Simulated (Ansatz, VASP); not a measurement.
# Bi2Te3 in VASP and in Ansatz

```
Bi Te
1.0
    -4.44655    0.00000    0.00000
    -2.22327   -3.85082    0.00000
     0.00000    0.00000   31.86867
Bi Te
6 9
Direct
  0.66667 0.66667 0.56920
  0.00000 0.00000 0.23273
  0.33333 0.33333 0.90567
  0.66667 0.66667 0.77672
  0.00000 0.00000 0.44025
  0.33333 0.33333 0.10378
  0.66667 0.66667 0.16825
  0.00000 0.00000 0.84119
  0.33333 0.33333 0.50472
  0.66667 0.66667 0.38632
  0.00000 0.00000 0.04985
  0.33333 0.33333 0.72279
  0.66667 0.66667 0.95960
  0.00000 0.00000 0.62313
  0.33333 0.33333 0.28666
```

Alike in both runs: task single point; functional PBE; k mesh 9 × 9 × 1; occupations gaussian, width 0.05 eV; no spin polarisation.

```csv
,VASP,Ansatz
version,VASP 6.6.1,Ansatz 0.2.0
potentials or method,"VASP PAW PBE potentials, release 64 (Bi_d, Te), cutoff 520 eV","scalar-relativistic, plane waves, PAW"
valence electrons in the cell,144,234
```

VASP gave:

* gap on the k mesh at the Fermi level (eV): 0.46
* least direct gap on the mesh (eV): 0.46
* pressure (GPa): 0.0
* rms of the force components (eV/Å): 0.012

Q: What did Ansatz give for the same quantities?

A: gap on the k mesh at the Fermi level (eV): 0.47; least direct gap on the mesh (eV): 0.47; pressure (GPa): 0.1; rms of the force components (eV/Å): 0.009.

Atom by atom the forces differ by 0.009 eV/Å (rms over components). The functional is the same, so the differences come from potentials, cutoffs and numerics. VASP's potentials hold 144 valence electrons a cell and Ansatz's 234, so a difference there can come from the potentials and not from the codes.

Neither program's run includes spin-orbit coupling.
